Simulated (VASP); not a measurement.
# Mg2AlCdC6N6 (Fm-3m) in VASP: single point with PBE

Aim: the single point of Mg2AlCdC6N6 with PBE.

Everything below comes from runs of VASP 6.6.1. Logs are shortened: lines on timing, memory, paths and dates and some standing lists are left out, and cuts for length are marked.

### 1 The cell of the first run

The structure is cubic, space group Fm-3m (No. 225). Conventional cell: a = 11.183 Å, b = 11.183 Å, c = 11.183 Å, α = 90.00°, β = 90.00°, γ = 90.00°. Mg (site symmetry -43m) has 12 N at 3.98 Å and 12 C at 4.02 Å and 4 Al at 4.84 Å and 4 Cd at 4.84 Å within 5.2 Å. Within 2.8 Å of Al (site symmetry m-3m) lie 6 C at 2.09 Å. Within 3.1 Å of Cd (site symmetry m-3m) lie 6 N at 2.34 Å. Within 1.6 Å of C (site symmetry 4mm) lie 1 N at 1.17 Å. N (site symmetry 4mm) has 1 C at 1.17 Å within 1.6 Å.

### 2 Single point, PBE, collinear spin, ferromagnetic start

Contents of INCAR:

```
ALGO     = Normal         # electronic algorithm
EDIFF    = 1E-6           # SCF threshold, eV
ENCUT    = 520            # plane-wave cutoff, eV
GGA      = PE             # functional
ISIF     = 2              # what is computed and relaxed
ISMEAR   = 0              # smearing method
ISPIN    = 2              # spin polarisation
LASPH    = True           # aspherical terms in the spheres
LCHARG   = True           # write CHGCAR
LELF     = True           # ELF
LORBIT   = 11             # projections on sites
LREAL    = Auto         
LVHAR    = True         
LWAVE    = False          # write WAVECAR
MAGMOM   = 0 0 0 0 1 1 1 1 1 1 1 1 1 1 1 1 # initial moments
NBANDS   = 54             # bands
NELM     = 150            # most SCF steps
PREC     = Accurate       # precision mode
SIGMA    = 0.1            # smearing width, eV
```

Contents of KPOINTS:

```
k-points
0
Gamma
  4 4 4
```

Contents of POSCAR:

```
Mg2AlCdC6N6
1.0
    0.0000000000      5.5914989315      5.5914989315
    5.5914989315      0.0000000000      5.5914989315
    5.5914989315      5.5914989315      0.0000000000
Mg Al Cd C N
2 1 1 6 6
Direct
    0.2500000000      0.2500000000      0.2500000000
    0.7500000000      0.7500000000      0.7500000000
    0.0000000000      0.0000000000      0.0000000000
    0.5000000000      0.5000000000      0.5000000000
    0.8133611941      0.1866388059      0.1866388059
    0.1866388059      0.8133611941      0.1866388059
    0.1866388059      0.1866388059      0.8133611941
    0.1866388059      0.8133611941      0.8133611941
    0.8133611941      0.1866388059      0.8133611941
    0.8133611941      0.8133611941      0.1866388059
    0.7090620823      0.2909379177      0.2909379177
    0.2909379177      0.7090620823      0.2909379177
    0.2909379177      0.2909379177      0.7090620823
    0.2909379177      0.7090620823      0.7090620823
    0.7090620823      0.2909379177      0.7090620823
    0.7090620823      0.7090620823      0.2909379177
```

Potentials or basis: VASP PAW PBE potentials, release 64 (Mg, Al, Cd, C, N).

Run with:

```sh
$ cat potpaw_PBE.64/Mg/POTCAR potpaw_PBE.64/Al/POTCAR potpaw_PBE.64/Cd/POTCAR potpaw_PBE.64/C/POTCAR potpaw_PBE.64/N/POTCAR > POTCAR
$ mpirun -np 1 vasp_std > vasp.out
```

OUTCAR:

```text
EDIFF = 1E-6
   ENCUT = 520
   GGA = PE
   ISIF = 2
   ISMEAR = 0
   ISPIN = 2
   LASPH = True
   LORBIT = 11
   LREAL = Auto
   NELM = 150
   PREC = Accurate

 ion  position               nearest neighbor table
   1  0.250  0.250  0.250-
   2  0.750  0.750  0.750-
   3  0.000  0.000  0.000-   5 2.09   6 2.09   7 2.09   8 2.09   9 2.09  10 2.09
   4  0.500  0.500  0.500-  11 2.34  12 2.34  13 2.34  14 2.34  15 2.34  16 2.34
   5  0.813  0.187  0.187-  11 1.17   3 2.09
   6  0.187  0.813  0.187-  12 1.17   3 2.09
   7  0.187  0.187  0.813-  13 1.17   3 2.09
   8  0.187  0.813  0.813-  14 1.17   3 2.09
   9  0.813  0.187  0.813-  15 1.17   3 2.09
  10  0.813  0.813  0.187-  16 1.17   3 2.09
  11  0.709  0.291  0.291-   5 1.17   4 2.34
  12  0.291  0.709  0.291-   6 1.17   4 2.34
  13  0.291  0.291  0.709-   7 1.17   4 2.34
  14  0.291  0.709  0.709-   8 1.17   4 2.34
  15  0.709  0.291  0.709-   9 1.17   4 2.34
  16  0.709  0.709  0.291-  10 1.17   4 2.34

  LATTYP: Found a face centered cubic cell.
 ALAT       =    11.1829978630

  Lattice vectors:

 A1 = (   0.0000000000,   5.5914989315,   5.5914989315)
 A2 = (   5.5914989315,   0.0000000000,   5.5914989315)
 A3 = (   5.5914989315,   5.5914989315,   0.0000000000)

Analysis of symmetry for initial positions (statically):
=====================================================================
 Subroutine PRICEL returns:
 Original cell was already a primitive cell.

 Routine SETGRP: Setting up the symmetry group for a
 face centered cubic supercell.

 Subroutine GETGRP returns: Found 48 space group operations
 (whereof 48 operations were pure point group operations)
 out of a pool of 48 trial point group operations.

The static configuration has the point symmetry O_h .

Analysis of symmetry for dynamics (positions and initial velocities):
=====================================================================
 Subroutine PRICEL returns:
 Original cell was already a primitive cell.

 Routine SETGRP: Setting up the symmetry group for a
 face centered cubic supercell.

 Subroutine GETGRP returns: Found 48 space group operations
 (whereof 48 operations were pure point group operations)
 out of a pool of 48 trial point group operations.

The dynamic configuration has the point symmetry O_h .

Analysis of structural, dynamic, and magnetic symmetry:
=====================================================================
 Subroutine PRICEL returns:
 Original cell was already a primitive cell.

 Routine SETGRP: Setting up the symmetry group for a
 face centered cubic supercell.

 Subroutine GETGRP returns: Found 48 space group operations
 (whereof 48 operations were pure point group operations)
 out of a pool of 48 trial point group operations.

The overall configuration has the point symmetry O_h .

 Subroutine INISYM returns: Found 48 space group operations
 (whereof 48 operations are pure point group operations),
 and found     1 'primitive' translations

----------------------------------------------------------------------------------------

                                     Primitive cell

  volume of cell :     349.6349

  direct lattice vectors                    reciprocal lattice vectors
     0.000000000  5.591498932  5.591498932    -0.089421460  0.089421460  0.089421460
     5.591498932  0.000000000  5.591498932     0.089421460 -0.089421460  0.089421460
     5.591498932  5.591498932  0.000000000     0.089421460  0.089421460 -0.089421460

  length of vectors
     7.907573623  7.907573623  7.907573623     0.154882513  0.154882513  0.154882513

  position of ions in fractional coordinates (direct lattice)
     0.250000000  0.250000000  0.250000000
     0.750000000  0.750000000  0.750000000
     0.000000000  0.000000000  0.000000000
     0.500000000  0.500000000  0.500000000
     0.813361194  0.186638806  0.186638806
     0.186638806  0.813361194  0.186638806
[... 8 lines left out ...]
     0.709062082  0.290937918  0.709062082
     0.709062082  0.709062082  0.290937918
[... 57 lines left out ...]
   number of dos      NEDOS =    301   number of ions     NIONS =     16
   total plane-waves  NPLWV = 216000
   dimension x,y,z NGX =    60 NGY =   60 NGZ =   60
   dimension x,y,z NGXF=   120 NGYF=  120 NGZF=  120
   ions per type =               2   1   1   6   6
   NGX,Y,Z   is equivalent  to a cutoff of  12.61, 12.61, 12.61 a.u.
   NGXF,Y,Z  is equivalent  to a cutoff of  25.23, 25.23, 25.23 a.u.
 SYSTEM =  unknown system
   PREC   = accura    normal or accurate (medium, high low for compatibility)
   ISTART =      0    job   : 0-new  1-cont  2-samecut
   ICHARG =      2    charge: 1-file 2-atom 10-const
   ISPIN  =      2    spin polarized calculation?
   LNONCOLLINEAR =      F non collinear calculations
   LSORBIT =      F    spin-orbit coupling
   LASPH  =      T    aspherical Exc in radial PAW
   ENCUT  =  520.0 eV  38.22 Ry    6.18 a.u.  14.70 14.70 14.70*2*pi/ulx,y,z
   NELM   =    150;   NELMIN=  2; NELMDL= -5     # of ELM steps
   EDIFF  = 0.1E-05   stopping-criterion for ELM
   LREAL  =      T    real-space projection
   EDIFFG = 0.1E-04   stopping-criterion for IOM
   NSW    =      0    number of steps for IOM
   IBRION =     -1    ionic relax: 0-MD 1-quasi-New 2-CG
   NFREE  =      0    steps in history (QN), initial steepest desc. (CG)
   ISIF   =      2    stress and relaxation
   ISYM   =      2    0-nonsym 1-usesym 2-fastsym
   POTIM  = 0.5000    time-step for ionic-motion
   TEBEG  =    0.0;   TEEND  =   0.0 temperature during run
   PSTRESS=    0.0 pullay stress
   NELECT =      73.0000    total number of electrons
   NUPDOWN=      -1.0000    fix difference up-down
   EMIN   =  10.00;   EMAX   =-10.00  energy-range for DOS
   EFERMI =   0.00;   METHOD = LEGACY
   ISMEAR =     0;   SIGMA  =   0.10  broadening in eV -4-tet -1-fermi 0-gaus
   EFERMI_NEDOS =   21; number of points for ismear=-14 and -15
   IALGO  =     38    algorithm
   IMIX   =      4    mixing-type and parameters
     AMIX     =   0.40;   BMIX     =  1.00
     AMIX_MAG =   1.60;   BMIX_MAG =  1.00
  volume/ion in A,a.u.               =      21.85       147.47
  Fermi-wavevector in a.u.,A,eV,Ry     =   0.971205  1.835311 12.833546  0.943239
  Thomas-Fermi vector in A             =   2.101403
   LORBIT       =     11    0 simple, 1 ext, 2 COOP (PROOUT), +10 PAW based schemes
   GGA     = PE    functional components
   LHFCALC =     F    Hartree Fock is set to
   AEXX    =    0.0000 exact exchange contribution
   IVDW    =     0    specifies the selected vdW correction
   LEPSILON=     F    determine dielectric tensor
   LRPA    =     F    only Hartree local field effects (RPA)
 spin polarized calculation
 Gauss-broadening in eV      SIGMA  =   0.10
  energy-cutoff  :      520.00
  volume of cell :      349.63
 maximum number of plane-waves:      9453
 NGX is ok and might be reduce to    60
   NGX = 29   NGY = 29   NGZ = 29

 number of electron      73.0000007 magnetization       0.3314067

 number of electron      73.0000007 magnetization      -0.9999213

 Free energy of the ion-electron system (eV)
  ---------------------------------------------------
  ext. energy  EPLUGINS =         0.00000000
  ---------------------------------------------------
  free energy    TOTEN  =      -106.19929570 eV

  energy without entropy =     -106.16971825  energy(sigma->0) =     -106.18450698

 E-fermi :   0.0087     XC(G=0):  -7.2063

 val. band max:       -0.0006741302   @ k =   0.0000   0.0000   0.0000
 cond. band min:       0.0503844926   @ k =   0.2500   0.0000   0.0000
 fundamental gap:      0.0510586228
 Fermi energy:         0.0087032253

 spin component 1

 k-point     1 :       0.0000    0.0000    0.0000
  band No.  band energies     occupation
      1     -18.2794      1.00000
      2     -18.1565      1.00000
      3     -18.1565      1.00000
      4     -18.1565      1.00000
      5     -18.1193      1.00000
      6     -18.1193      1.00000
[... 397 lines left out ...]
     47       4.0206      0.00000
     48       4.0973      0.00000
 Fermi energy:         0.0087032253

 spin component 2

 k-point     1 :       0.0000    0.0000    0.0000
  band No.  band energies     occupation
      1     -18.2884      1.00000
      2     -18.1658      1.00000
      3     -18.1658      1.00000
      4     -18.1658      1.00000
      5     -18.1288      1.00000
      6     -18.1288      1.00000
[... 397 lines left out ...]
     47       3.8925      0.00000
     48       3.9891      0.00000
 [bands above 48 left out]

------------------------ aborting loop because EDIFF is reached ----------------------------------------

  FORCE on cell =-STRESS in cart. coord.  units (eV):
  Direction    XX          YY          ZZ          XY          YZ          ZX
  --------------------------------------------------------------------------------------
  -------------------------------------------------------------------------------------
  Total        1.7022084      1.7022084      1.7022084     -0.0000000     -0.0000000      0.0000000
  in kB        7.8002510      7.8002510      7.8002510     -0.0000000     -0.0000000      0.0000000
  external PRESSURE =       7.8002510 kB  Pullay stress =       0.0000000 kB

 VOLUME and BASIS-vectors are now :
 -----------------------------------------------------------------------------
  energy-cutoff  :      520.00
  volume of cell :      349.63
      direct lattice vectors                 reciprocal lattice vectors
     0.000000000  5.591498932  5.591498932    -0.089421460  0.089421460  0.089421460
     5.591498932  0.000000000  5.591498932     0.089421460 -0.089421460  0.089421460
     5.591498932  5.591498932  0.000000000     0.089421460  0.089421460 -0.089421460

 POSITION                                       TOTAL-FORCE (eV/Angst)
 -----------------------------------------------------------------------------------
      2.79575      2.79575      2.79575        -0.000000     -0.000000      0.000000
      8.38725      8.38725      8.38725         0.000000     -0.000000      0.000000
      0.00000      0.00000      0.00000        -0.000000     -0.000000      0.000000
      5.59150      5.59150      5.59150         0.000000     -0.000000      0.000000
      2.08718      5.59150      5.59150        -0.447133     -0.000000      0.000000
      5.59150      2.08718      5.59150         0.000000     -0.447133      0.000000
[... 8 lines left out ...]
      5.59150      7.92944      5.59150         0.000000     -0.365898      0.000000
      5.59150      5.59150      7.92944         0.000000     -0.000000     -0.365898
 -----------------------------------------------------------------------------------
    total drift:                                0.000000     -0.000000      0.000000

  FREE ENERGIE OF THE ION-ELECTRON SYSTEM (eV)
  ---------------------------------------------------
  free  energy   TOTEN  =      -106.1992956994 eV

  energy  without entropy=     -106.1697182547  energy(sigma->0) =     -106.18450698

 total charge

# of ion       s       p       d       tot
------------------------------------------
    1        0.312   0.003   0.000   0.315
    2        0.312   0.003   0.000   0.315
    3        0.302   0.397   0.000   0.700
    4        0.269   0.253   9.656  10.178
    5        0.973   1.642   0.000   2.614
    6        0.973   1.642   0.000   2.614
[... 8 lines left out ...]
   15        1.315   2.555   0.000   3.869
   16        1.315   2.555   0.000   3.869
--------------------------------------------------
tot         14.918  25.834   9.657  50.409

 magnetization (x)

# of ion       s       p       d       tot
------------------------------------------
    1       -0.107  -0.000  -0.000  -0.107
    2       -0.107  -0.000  -0.000  -0.107
    3        0.000  -0.000   0.000  -0.000
    4        0.000   0.000  -0.000   0.000
    5       -0.000  -0.002   0.000  -0.002
    6       -0.000  -0.002   0.000  -0.002
[... 8 lines left out ...]
   15       -0.000  -0.006   0.000  -0.006
   16       -0.000  -0.006   0.000  -0.006
--------------------------------------------------
tot         -0.216  -0.044  -0.000  -0.261
```

Wall time 9.5 min (1 thread of Intel Xeon Platinum 8488C (Sapphire Rapids), shared host); peak memory 0.77 GiB.

Results:

* Free energy: -106.1993 eV
* Pressure: 0.8 GPa
* Largest force: 0.447 eV/Å
* Band gap on the k mesh: zero (filled and empty bands overlap)
* Net moment: -1.00 μB per cell
* Site moments: Mg -0.11; Al -0.00; Cd +0.00; C -0.00; N -0.01 μB
* Valence electrons inside the program's atomic spheres: Mg 0.32; Al 0.70; Cd 10.18; C 2.61; N 3.87

Forces on the atoms (eV/Å):
```
Mg   0.000  0.000  0.000
Mg   0.000  0.000  0.000
Al   0.000  0.000  0.000
Cd   0.000  0.000  0.000
C   -0.447  0.000  0.000
C    0.000 -0.447  0.000
C    0.000  0.000 -0.447
C    0.447  0.000  0.000
C    0.000  0.447  0.000
C    0.000  0.000  0.447
N    0.366  0.000  0.000
N    0.000  0.366  0.000
N    0.000  0.000  0.366
N   -0.366  0.000  0.000
N    0.000 -0.366  0.000
N    0.000  0.000 -0.366
```

Levels at points of the mesh, in eV from the Fermi level:
Spin up:
| k point | band 33 | band 34 | band 35 | band 36 | band 37 | band 38 | band 39 | band 40 |
| --- | --- | --- | --- | --- | --- | --- | --- | --- |
| (0.00, 0.00, 0.00) | -3.78 | -2.68 | -2.68 | -0.58 | -0.01 | 2.28 | 2.28 | 2.28 |
| (0.50, 0.00, 0.00) | -3.29 | -3.25 | -3.25 | -0.05 | -0.03 | 2.24 | 2.51 | 2.51 |
| (0.50, 0.50, 0.00) | -3.69 | -3.37 | -2.67 | -0.02 | 0.16 | 2.35 | 2.75 | 2.75 |
Spin down:
```csv
k point,band 33,band 34,band 35,band 36,band 37,band 38,band 39,band 40,band 41,band 42
"(0.00, 0.00, 0.00)",-3.78,-2.68,-2.68,-1.08,-0.57,2.27,2.27,2.27,3.44,3.44
"(0.50, 0.00, 0.00)",-3.29,-3.25,-3.25,-0.57,-0.56,2.19,2.49,2.49,3.01,3.21
"(0.50, 0.50, 0.00)",-3.71,-3.38,-2.67,-0.54,-0.38,2.35,2.41,2.70,2.70,2.88
```

The gap in the log of VASP goes by the Fermi energy; the results here count the filled bands.